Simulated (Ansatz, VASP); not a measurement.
## One calculation of Se, two programs

File INCAR:

```
SYSTEM = Se
ALGO = Normal
EDIFF = 1E-6
ENCUT = 520
GGA = CA
ISIF = 2
ISMEAR = -1
LASPH = .TRUE.
LCHARG = .FALSE.
LREAL = .FALSE.
LWAVE = .FALSE.
NBANDS = 13
NELM = 100
PREC = Accurate
SIGMA = 0.08
```

The input KPOINTS:

```
k-points
0
G
  11 11 11
  0 0 0
```

POSCAR

```
Se
1.0
    0.0000000000      2.9998511566      2.9998511566
    2.9998511566      0.0000000000      2.9998511566
    2.9998511566      2.9998511566      0.0000000000
Se
2
Direct
   -0.1250000000     -0.1250000000     -0.1250000000
    0.1250000000      0.1250000000      0.1250000000
```

Input for Ansatz:

```yaml
crystal:
  lattice:
    - [0.0, 2.9998511566, 2.9998511566]
    - [2.9998511566, 0.0, 2.9998511566]
    - [2.9998511566, 2.9998511566, 0.0]
  atoms:
    - { symbol: Se, position: [-0.125, -0.125, -0.125] }
    - { symbol: Se, position: [0.125, 0.125, 0.125] }
kpoints:
  mp_grid: { grid: [11, 11, 11] }
scf:
  occupations: { method: fermi_dirac, width: 0.08 }
hamiltonian:
  xc: lda
  pseudopotentials: { kind: paw }
output:
  forces: true
  stress: true
  eigenvalues: true
  populations: true
```

Change from the starting cell: volume scaled by 0.92, PAW files.

Alike in both runs: task single point; functional LDA; k mesh 11 × 11 × 11; occupations fermi-dirac, width 0.08 eV; no spin polarisation.

|  | VASP | Ansatz |
| --- | --- | --- |
| version | VASP 6.6.1 | Ansatz 0.2.0 |
| potentials or method | VASP PAW LDA potentials, release 64 (Se) | PAW with Ansatz's default frozen-core files, scalar-relativistic |
| plane-wave cutoff (eV) | 520 | 420 |
| valence electrons in the cell | 12 | 32 |

VASP gave:

| Quantity | Value |
| --- | --- |
| pressure (GPa) | 4.8 |

Q: Estimate Ansatz's values.

A: Pressure (GPa): 4.6.

LDA's correlation is that of Perdew and Zunger in VASP and of Perdew and Wang (1992) in Ansatz. VASP's potentials hold 12 valence electrons a cell and Ansatz's 32, so a difference there can come from the potentials and not from the codes.
